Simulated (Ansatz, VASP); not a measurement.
**Ta: VASP beside Ansatz**

```
Ta
1.0
    -1.66072    1.66072    1.66072
     1.66072   -1.66072    1.66072
     1.66072    1.66072   -1.66072
Ta
1
Direct
  0.00000 0.00000 0.00000
```

Alike in both runs: task single point; functional PBE; k mesh 13 × 13 × 13; occupations fermi-dirac, width 0.1 eV; no spin polarisation.

|  | VASP | Ansatz |
| --- | --- | --- |
| version | VASP 6.6.1 | Ansatz 0.2.0 |
| potentials or method | VASP PAW PBE potentials, release 64 (Ta_pv), cutoff 520 eV | plane waves (420 eV) with PAW, scalar-relativistic |
| valence electrons in the cell | 11 | 13 |

Ansatz gave:

| Quantity | Value |
| --- | --- |
| pressure (GPa) | 0.0 |

Task: Which values does VASP return?

Result: Pressure (GPa): 0.1.

VASP's potentials hold 11 valence electrons a cell and Ansatz's 13, so a difference there can come from the potentials and not from the codes.

Neither program's run includes spin-orbit coupling.
